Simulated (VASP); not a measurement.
Runs of VASP 6.6.1 on K. The structure is that of space group Pm-3m (No. 221), or close to it. The cells are those of the table. 

| task | level | cell | cutoff (eV) | k mesh for the DOS | occupations for the DOS | gap on the mesh (eV) | pressure (GPa) |
| --- | --- | --- | --- | --- | --- | --- | --- |
| single point | PBEsol | a = 3.261 Å, 1 atom | 520 | - | - | none | 8.8 |
| single point | PBEsol | a = 4.255 Å, 1 atom | 520 | - | - | none | 0.0 |
| single point | revPBE | a = 3.422 Å, 1 atom | 520 | - | - | none | 7.4 |
| relaxation of cell and atoms | PBEsol | relaxed from a = 4.255 Å, 1 atom | 600 | - | - | none | 0.0 |
| single point | PBEsol | a = 3.883 Å, 1 atom | 520 | - | - | none | (a) |
| single point | PBEsol | a = 3.589 Å, 1 atom | 520 | - | - | none | 3.7 |
| single point | PBEsol | a = 3.422 Å, 1 atom | 520 | - | - | none | (b) |

Alike in all rows: potentials or basis VASP PAW PBE potentials, release 64 (K_sv); no spin polarisation; k mesh 9 × 9 × 9; smearing fermi-dirac 0.1 eV.

Task: Fill in the values left out.

Result: (a) 1.3; (b) 6.0.

Caveats: the PAW data sets were made with another functional, which shifts forces and pressure a little.

A gap of «none» marks levels without a gap at the run's occupations.
